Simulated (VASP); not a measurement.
A run of VASP 6.6.1 is set up as follows.

The input INCAR:

```
SYSTEM = Au
  PREC = Accurate
  ENCUT = 500
  EDIFF = 1E-6
  ISMEAR = -1
  SIGMA = 0.05
  LREAL = .False.
  LASPH = .True.
  NELM = 120
  ALGO = Normal
  ISIF = 2
  LWAVE = .False.
  LCHARG = .False.
  GGA = B5
  ALDAX = 1.0
  AGGAX = 1.0
  AGGAC = 1.0
  ALDAC = 0.0
  IVDW = 13
  VDW_S6 = 1.0
  VDW_S8 = 2.34076671
  VDW_A1 = 0.44488865
  VDW_A2 = 4.0933009
  NBANDS = 16
  GGA_COMPAT = .False.
```

File KPOINTS:

```
regular mesh
0
Gamma
  11 11 11
  0 0 0
```

File POSCAR:

```
Au
1.0
    0.0000000000      2.0213418704      2.0213418704
    2.0213418704      0.0000000000      2.0213418704
    2.0213418704      2.0213418704      0.0000000000
Au
1
Direct
    0.0000000000      0.0000000000      0.0000000000
```

Potentials or basis: VASP PAW PBE potentials, release 64 (Au_sv_GW).

Run with:

```sh
$ cat potpaw_PBE.64/Au_sv_GW/POTCAR > POTCAR
$ mpirun -np 1 vasp_std > vasp.out
```

Problem. Predict the pressure.

Solution. 13.4 GPa.

Problem. What does it give for the dispersion energy per atom?

Solution. -1.346 eV.

Caveat: the PAW data sets were made with another functional, which shifts forces and pressure a little; pairwise dispersion overbinds metals, which lowers pressure and volume.
